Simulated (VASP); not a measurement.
# BN (F-43m) in VASP: notebook

The runs below take BN through single point, with PBE.

All numbers are computed with VASP 6.6.1; they aren't measurements. Logs are shortened: lines on timing, memory, paths and dates and some standing lists are left out, and cuts for length are marked.

### 1 The cell of the first run

The structure is cubic, space group F-43m (No. 216). The conventional cell has a = 3.664 Å, b = 3.664 Å, c = 3.664 Å, α = 90.00°, β = 90.00°, γ = 90.00°. B (site symmetry -43m) has 4 N at 1.59 Å within 2.1 Å. Within 2.1 Å of N (site symmetry -43m) lie 4 B at 1.59 Å.

### 2 Single point, PBE

Contents of INCAR:

```
PREC = Accurate ; ENCUT = 600
EDIFF = 1E-6 ; ISMEAR = 0
SIGMA = 0.01 ; LREAL = F
LASPH = T ; NELM = 120
ALGO = Normal ; ISIF = 2
LWAVE = F ; LCHARG = T
GGA = PE ; LELF = T
LVHAR = T ; NBANDS = 11
GGA_COMPAT = F
```

Contents of KPOINTS:

```
regular mesh
0
Gamma
  4 4 4
```

Contents of POSCAR:

```
BN
1.0
    0.0000000000      1.8317922021      1.8317922021
    1.8317922021      0.0000000000      1.8317922021
    1.8317922021      1.8317922021      0.0000000000
B N
1 1
Direct
    0.0000000000      0.0000000000      0.0000000000
    0.2500000000      0.2500000000      0.2500000000
```

Potentials or basis: VASP PAW PBE potentials, release 64 (B, N).

Started as:

```bash
$ cat potpaw_PBE.64/B/POTCAR potpaw_PBE.64/N/POTCAR > POTCAR
$ mpirun -np 1 vasp_std > vasp.out
```

OUTCAR:

```text
PREC = Accurate
   ENCUT = 600
   EDIFF = 1E-6
   ISMEAR = 0
   LREAL = F
   LASPH = T
   NELM = 120
   ISIF = 2
   GGA = PE

 ion  position               nearest neighbor table
   1  0.000  0.000  0.000-   2 1.59   2 1.59   2 1.59   2 1.59
   2  0.250  0.250  0.250-   1 1.59   1 1.59   1 1.59   1 1.59

  LATTYP: Found a face centered cubic cell.
 ALAT       =     3.6635844042

  Lattice vectors:

 A1 = (   0.0000000000,   1.8317922021,   1.8317922021)
 A2 = (   1.8317922021,   0.0000000000,   1.8317922021)
 A3 = (   1.8317922021,   1.8317922021,   0.0000000000)

Analysis of symmetry for initial positions (statically):
=====================================================================
 Subroutine PRICEL returns:
 Original cell was already a primitive cell.

 Routine SETGRP: Setting up the symmetry group for a
 face centered cubic supercell.

 Subroutine GETGRP returns: Found 24 space group operations
 (whereof 24 operations were pure point group operations)
 out of a pool of 48 trial point group operations.

The static configuration has the point symmetry T_d .

Analysis of symmetry for dynamics (positions and initial velocities):
=====================================================================
 Subroutine PRICEL returns:
 Original cell was already a primitive cell.

 Routine SETGRP: Setting up the symmetry group for a
 face centered cubic supercell.

 Subroutine GETGRP returns: Found 24 space group operations
 (whereof 24 operations were pure point group operations)
 out of a pool of 48 trial point group operations.

The dynamic configuration has the point symmetry T_d .

 Subroutine INISYM returns: Found 24 space group operations
 (whereof 24 operations are pure point group operations),
 and found     1 'primitive' translations

----------------------------------------------------------------------------------------

                                     Primitive cell

  volume of cell :      12.2930

  direct lattice vectors                    reciprocal lattice vectors
     0.000000000  1.831792202  1.831792202    -0.272956725  0.272956725  0.272956725
     1.831792202  0.000000000  1.831792202     0.272956725 -0.272956725  0.272956725
     1.831792202  1.831792202  0.000000000     0.272956725  0.272956725 -0.272956725

  length of vectors
     2.590545376  2.590545376  2.590545376     0.472774916  0.472774916  0.472774916

  position of ions in fractional coordinates (direct lattice)
     0.000000000  0.000000000  0.000000000
     0.250000000  0.250000000  0.250000000

  ion indices of the primitive-cell ions
   primitive index   ion index
                 1           1
                 2           2

----------------------------------------------------------------------------------------

 KPOINTS: regular mesh

Automatic generation of k-mesh.
 Grid dimensions read from file:
 generate k-points for:    4    4    4

 Generating k-lattice:

  Cartesian coordinates                     Fractional coordinates (reciprocal lattice)
    -0.068239181  0.068239181  0.068239181     0.250000000  0.000000000  0.000000000
     0.068239181 -0.068239181  0.068239181     0.000000000  0.250000000  0.000000000
     0.068239181  0.068239181 -0.068239181     0.000000000  0.000000000  0.250000000

  Length of vectors
     0.118193729  0.118193729  0.118193729

  Shift w.r.t. Gamma in fractional coordinates (k-lattice)
     0.000000000  0.000000000  0.000000000

 Subroutine IBZKPT returns following result:
 ===========================================

 Found      8 irreducible k-points:

 Following reciprocal coordinates:
            Coordinates               Weight
  0.000000  0.000000  0.000000      1.000000
  0.250000  0.000000  0.000000      8.000000
  0.500000  0.000000  0.000000      4.000000
  0.250000  0.250000  0.000000      6.000000
  0.500000  0.250000  0.000000     24.000000
 -0.250000  0.250000  0.000000     12.000000
  0.500000  0.500000  0.000000      3.000000
 -0.250000  0.500000  0.250000      6.000000
   k-points           NKPTS =      8   k-points in BZ     NKDIM =      8   number of bands    NBANDS=     11
   number of dos      NEDOS =    301   number of ions     NIONS =      2
   total plane-waves  NPLWV =  13824
   dimension x,y,z NGX =    24 NGY =   24 NGZ =   24
   dimension x,y,z NGXF=    48 NGYF=   48 NGZF=   48
   ions per type =               1   1
   NGX,Y,Z   is equivalent  to a cutoff of  15.40, 15.40, 15.40 a.u.
   NGXF,Y,Z  is equivalent  to a cutoff of  30.80, 30.80, 30.80 a.u.
 SYSTEM =  unknown system
   PREC   = accura    normal or accurate (medium, high low for compatibility)
   ISTART =      0    job   : 0-new  1-cont  2-samecut
   ICHARG =      2    charge: 1-file 2-atom 10-const
   ISPIN  =      1    spin polarized calculation?
   LNONCOLLINEAR =      F non collinear calculations
   LSORBIT =      F    spin-orbit coupling
   LASPH  =      T    aspherical Exc in radial PAW
   ENCUT  =  600.0 eV  44.10 Ry    6.64 a.u.   5.17  5.17  5.17*2*pi/ulx,y,z
   NELM   =    120;   NELMIN=  2; NELMDL= -5     # of ELM steps
   EDIFF  = 0.1E-05   stopping-criterion for ELM
   LREAL  =      F    real-space projection
   EDIFFG = 0.1E-04   stopping-criterion for IOM
   NSW    =      0    number of steps for IOM
   IBRION =     -1    ionic relax: 0-MD 1-quasi-New 2-CG
   NFREE  =      0    steps in history (QN), initial steepest desc. (CG)
   ISIF   =      2    stress and relaxation
   ISYM   =      2    0-nonsym 1-usesym 2-fastsym
   POTIM  = 0.5000    time-step for ionic-motion
   TEBEG  =    0.0;   TEEND  =   0.0 temperature during run
   PSTRESS=    0.0 pullay stress
   NELECT =       8.0000    total number of electrons
   NUPDOWN=      -1.0000    fix difference up-down
   EMIN   =  10.00;   EMAX   =-10.00  energy-range for DOS
   EFERMI =   0.00;   METHOD = LEGACY
   ISMEAR =     0;   SIGMA  =   0.01  broadening in eV -4-tet -1-fermi 0-gaus
   EFERMI_NEDOS =   21; number of points for ismear=-14 and -15
   IALGO  =     38    algorithm
   IMIX   =      4    mixing-type and parameters
     AMIX     =   0.40;   BMIX     =  1.00
     AMIX_MAG =   1.60;   BMIX_MAG =  1.00
  volume/ion in A,a.u.               =       6.15        41.48
  Fermi-wavevector in a.u.,A,eV,Ry     =   1.418683  2.680922 27.383912  2.012661
  Thomas-Fermi vector in A             =   2.539783
   LORBIT       =      0    0 simple, 1 ext, 2 COOP (PROOUT), +10 PAW based schemes
   GGA     = PE    functional components
   LHFCALC =     F    Hartree Fock is set to
   AEXX    =    0.0000 exact exchange contribution
   IVDW    =     0    specifies the selected vdW correction
   LEPSILON=     F    determine dielectric tensor
   LRPA    =     F    only Hartree local field effects (RPA)
 non-spin polarized calculation
 Gauss-broadening in eV      SIGMA  =   0.01
  energy-cutoff  :      600.00
  volume of cell :       12.29
 maximum number of plane-waves:       415
 NGX is ok and might be reduce to    24
   NGX = 11   NGY = 11   NGZ = 11

 number of electron       8.0000000 magnetization

 Free energy of the ion-electron system (eV)
  ---------------------------------------------------
  ext. energy  EPLUGINS =         0.00000000
  ---------------------------------------------------
  free energy    TOTEN  =       -17.36917381 eV

  energy without entropy =      -17.36917381  energy(sigma->0) =      -17.36917381

 E-fermi :   7.0319     XC(G=0): -12.6158

 val. band max:        6.9523139034   @ k =   0.0000   0.0000   0.0000
 cond. band min:      11.3439192287   @ k =   0.5000   0.5000   0.0000
 fundamental gap:      4.3916053253
 Fermi energy:         7.0319136024

 k-point     1 :       0.0000    0.0000    0.0000
  band No.  band energies     occupation
      1     -12.8443      2.00000
      2       6.9523      2.00000
      3       6.9523      2.00000
      4       6.9523      2.00000
      5      15.5539      0.00000
      6      15.5539      0.00000
      7      15.5539      0.00000
      8      16.6508      0.00000
      9      30.9336      0.00000
     10      34.2070      0.00000
     11      34.2070      0.00000

 k-point     2 :       0.2500    0.0000    0.0000
  band No.  band energies     occupation
      1     -11.4153      2.00000
      2       1.6183      2.00000
      3       5.8661      2.00000
      4       5.8661      2.00000
      5      16.1610      0.00000
      6      17.0228      0.00000
      7      17.0228      0.00000
      8      19.9952      0.00000
      9      29.8741      0.00000
     10      30.1482      0.00000
     11      30.1482      0.00000

 k-point     3 :       0.5000    0.0000    0.0000
  band No.  band energies     occupation
      1      -8.8098      2.00000
      2      -3.3949      2.00000
      3       5.0808      2.00000
      4       5.0808      2.00000
      5      16.5633      0.00000
      6      17.4118      0.00000
      7      17.4118      0.00000
      8      21.7912      0.00000
      9      29.8297      0.00000
     10      32.8938      0.00000
     11      33.2393      0.00000

 k-point     4 :       0.2500    0.2500    0.0000
  band No.  band energies     occupation
      1     -10.9466      2.00000
      2       3.0171      2.00000
      3       4.0585      2.00000
      4       4.0585      2.00000
      5      13.5667      0.00000
      6      18.0971      0.00000
      7      19.9814      0.00000
      8      19.9814      0.00000
      9      24.7541      0.00000
     10      33.2445      0.00000
     11      36.9789      0.00000

 k-point     5 :       0.5000    0.2500    0.0000
  band No.  band energies     occupation
      1      -8.3744      2.00000
      2      -1.5367      2.00000
      3       1.9550      2.00000
      4       3.4348      2.00000
      5      14.3263      0.00000
      6      19.6404      0.00000
      7      20.9816      0.00000
      8      21.0099      0.00000
      9      26.3392      0.00000
     10      32.6040      0.00000
     11      34.9546      0.00000

 k-point     6 :      -0.2500    0.2500    0.0000
  band No.  band energies     occupation
      1      -9.3232      2.00000
      2      -0.4175      2.00000
      3       1.5379      2.00000
      4       4.9362      2.00000
      5      16.4251      0.00000
      6      18.7773      0.00000
      7      19.3586      0.00000
      8      20.8961      0.00000
      9      27.9191      0.00000
     10      28.6464      0.00000
     11      32.9172      0.00000

 k-point     7 :       0.5000    0.5000    0.0000
  band No.  band energies     occupation
      1      -7.4955      2.00000
      2      -1.7238      2.00000
      3       2.2309      2.00000
      4       2.2309      2.00000
      5      11.3439      0.00000
      6      15.9302      0.00000
      7      24.2522      0.00000
      8      24.2522      0.00000
      9      27.0687      0.00000
     10      33.3148      0.00000
     11      39.8544      0.00000

 k-point     8 :      -0.2500    0.5000    0.2500
  band No.  band energies     occupation
      1      -7.2128      2.00000
      2      -0.4786      2.00000
      3       0.2691      2.00000
      4       0.7054      2.00000
      5      16.3655      0.00000
      6      19.7599      0.00000
      7      20.9846      0.00000
      8      21.1831      0.00000
      9      25.6633      0.00000
     10      31.7980      0.00000
     11      35.8379      0.00000

------------------------ aborting loop because EDIFF is reached ----------------------------------------

  FORCE on cell =-STRESS in cart. coord.  units (eV):
  Direction    XX          YY          ZZ          XY          YZ          ZX
  --------------------------------------------------------------------------------------
  -------------------------------------------------------------------------------------
  Total       -0.8221647     -0.8221647     -0.8221647     -0.0000000      0.0000000     -0.0000000
  in kB     -107.1545899   -107.1545899   -107.1545899     -0.0000000      0.0000000     -0.0000000
  external PRESSURE =    -107.1545899 kB  Pullay stress =       0.0000000 kB

 VOLUME and BASIS-vectors are now :
 -----------------------------------------------------------------------------
  energy-cutoff  :      600.00
  volume of cell :       12.29
      direct lattice vectors                 reciprocal lattice vectors
     0.000000000  1.831792202  1.831792202    -0.272956725  0.272956725  0.272956725
     1.831792202  0.000000000  1.831792202     0.272956725 -0.272956725  0.272956725
     1.831792202  1.831792202  0.000000000     0.272956725  0.272956725 -0.272956725

 POSITION                                       TOTAL-FORCE (eV/Angst)
 -----------------------------------------------------------------------------------
      0.00000      0.00000      0.00000        -0.000000     -0.000000     -0.000000
      0.91590      0.91590      0.91590         0.000000      0.000000      0.000000
 -----------------------------------------------------------------------------------
    total drift:                                0.000000      0.000000      0.000000

  FREE ENERGIE OF THE ION-ELECTRON SYSTEM (eV)
  ---------------------------------------------------
  free  energy   TOTEN  =       -17.3691738064 eV

  energy  without entropy=      -17.3691738064  energy(sigma->0) =      -17.36917381
```

It used 4.4 s of CPU time on 1 thread of Intel Xeon 8259CL (shared host).

What came out:

| Item | Value |
| --- | --- |
| Free energy | -17.3692 eV |
| Pressure | -10.7 GPa |
| Band gap on the k mesh | 4.39 eV, indirect (least direct gap 8.60 eV) |

Caveat: the k points lie up to 0.74 Å⁻¹ apart. A k mesh can miss the band edges.

(Continued in part 2 of 2.)
